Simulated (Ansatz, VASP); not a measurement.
## Two plane-wave programs on Al2O3

Contents of INCAR:

```
PREC = Accurate ; ENCUT = 520
EDIFF = 1E-6 ; ISMEAR = 0
SIGMA = 0.05 ; LREAL = False
LASPH = True ; NELM = 80
ALGO = Normal ; ISIF = 2
LWAVE = False ; LCHARG = False
GGA = PE ; IVDW = 12
NBANDS = 20
```

The input KPOINTS:

```
regular mesh
0
Gamma
  9 9 4
```

File POSCAR:

```
Al2O3
1.0
    2.8959000000      0.0000000000      0.0000000000
   -1.4479500000      2.5079229668      0.0000000000
    0.0000000000      0.0000000000      7.0774000000
Al O
2 3
Direct
    0.0000000000      0.0000000000      0.1907358529
    0.0000000000      0.0000000000      0.8092641471
    0.3333333333      0.6666666667      0.2840924954
    0.6666666667      0.3333333333      0.0000000000
    0.3333333333      0.6666666667      0.7159075046
```

Input for Ansatz:

```yaml
crystal:
  lattice:
    - [2.8959, 0.0, 0.0]
    - [-1.44795, 2.5079229668, 0.0]
    - [0.0, 0.0, 7.0774]
  atoms:
    - { symbol: Al, position: [0.0, 0.0, 0.1907358529] }
    - { symbol: Al, position: [0.0, 0.0, 0.8092641471] }
    - { symbol: O, position: [0.3333333333, 0.6666666667, 0.2840924954] }
    - { symbol: O, position: [0.6666666667, 0.3333333333, 0.0] }
    - { symbol: O, position: [0.3333333333, 0.6666666667, 0.7159075046] }
basis:
  ecutwfc: 520.0
kpoints:
  mp_grid: { grid: [9, 9, 4] }
hamiltonian:
  xc: pbe
  pseudopotentials: { kind: paw, azcp: { folder: soft_1 } }
  dispersion: d3bj
scf:
  occupations: { method: gaussian, width: 0.05 }
output:
  forces: true
  stress: true
  eigenvalues: true
```

Alike in both runs: task single point; functional PBE; dispersion D3(BJ); k mesh 9 × 9 × 4; occupations gaussian, width 0.05 eV; no spin polarisation.

|  | VASP | Ansatz |
| --- | --- | --- |
| version | VASP 6.6.1 | Ansatz 0.2.0 |
| potentials or method | VASP PAW PBE potentials, release 64 (Al, O), cutoff 520 eV | scalar-relativistic, plane waves, PAW |
| valence electrons in the cell | 24 | 24 |

```csv
,VASP,Ansatz,Ansatz less VASP
gap on the k mesh at the Fermi level (eV),4.20,4.22,+0.023
least direct gap on the mesh (eV),4.30,4.32,+0.022
pressure (GPa),-0.3,-0.3,-0.02
"traceless stress, the component that is largest in VASP (GPa)",7.83,8.09,+0.261
rms of the force components (eV/Å),0.228,0.217,-0.0107
```

Atom by atom the forces differ by 0.017 eV/Å (rms over components).
